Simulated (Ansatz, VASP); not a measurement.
**BaTiO3 in VASP and in Ansatz**

Contents of INCAR:

```
  PREC = Accurate
  ENCUT = 520
  EDIFF = 1E-6
  ISMEAR = 0
  SIGMA = 0.01
  LREAL = False
  LASPH = True
  NELM = 150
  ALGO = Normal
  ISIF = 2
  LWAVE = False
  LCHARG = True
  LMAXMIX = 4
  LDAU = True
  LDAUTYPE = 2
  LDAUL = -1 2 -1
  LDAUU = 0 6 0
  LDAUJ = 0 0 0
  LDAUPRINT = 1
  GGA = PE
  LELF = True
  LVHAR = True
  NBANDS = 28
```

Contents of KPOINTS:

```
Automatic mesh
0
Gamma
  6 6 6
```

File POSCAR:

```
BaTiO3
1.0
    4.0060000000      0.0000000000      0.0000000000
    0.0000000000      4.0060000000      0.0000000000
    0.0000000000      0.0000000000      4.0060000000
Ba Ti O
1 1 3
Direct
    0.5000000000      0.5000000000      0.5000000000
    0.0000000000      0.0000000000      0.0000000000
    0.5000000000      0.0000000000      0.0000000000
    0.0000000000      0.5000000000      0.0000000000
    0.0000000000      0.0000000000      0.5000000000
```

Input for Ansatz:

```yaml
crystal:
  lattice:
    a: 4.006
    b: 4.006
    c: 4.006
    alpha: 90.0
    beta: 90.0
    gamma: 90.0
  atoms:
    - { symbol: Ba, position: [0.5, 0.5, 0.5] }
    - { symbol: Ti, position: [0.0, 0.0, 0.0] }
    - { symbol: O, position: [0.5, 0.0, 0.0] }
    - { symbol: O, position: [0.0, 0.5, 0.0] }
    - { symbol: O, position: [0.0, 0.0, 0.5] }
basis:
  ecutwfc: 450.0
kpoints:
  mp_grid:
    grid: [6, 6, 6]
hamiltonian:
  xc: pbe
  hubbard:
    - { species: Ti, l: d, u_eff: 6.0 }
scf:
  convergence:
    dr2_threshold: 1.0e-09
  occupations:
    method: fixed
output:
  eigenvalues: true
```

Alike in both runs: task single point; functional PBE; k mesh 6 × 6 × 6; no spin polarisation; Hubbard terms Ti d U = 6.0 eV.

```csv
,VASP,Ansatz
version,VASP 6.6.1,Ansatz 0.2.0
potentials or method,"VASP PAW PBE potentials, release 64 (Ba_sv, Ti_sv, O), cutoff 520 eV","plane waves, PAW"
occupations,"gaussian, width 0.01 eV",fixed
valence electrons in the cell,40,40
```

VASP gave:

- gap on the k mesh at the Fermi level (eV): 2.48

Estimate Ansatz's values.

gap on the k mesh at the Fermi level (eV): 2.55.

The programs project onto different local orbitals, so the same U acts differently, and such runs can settle in different states.

Spin-orbit coupling is off throughout.
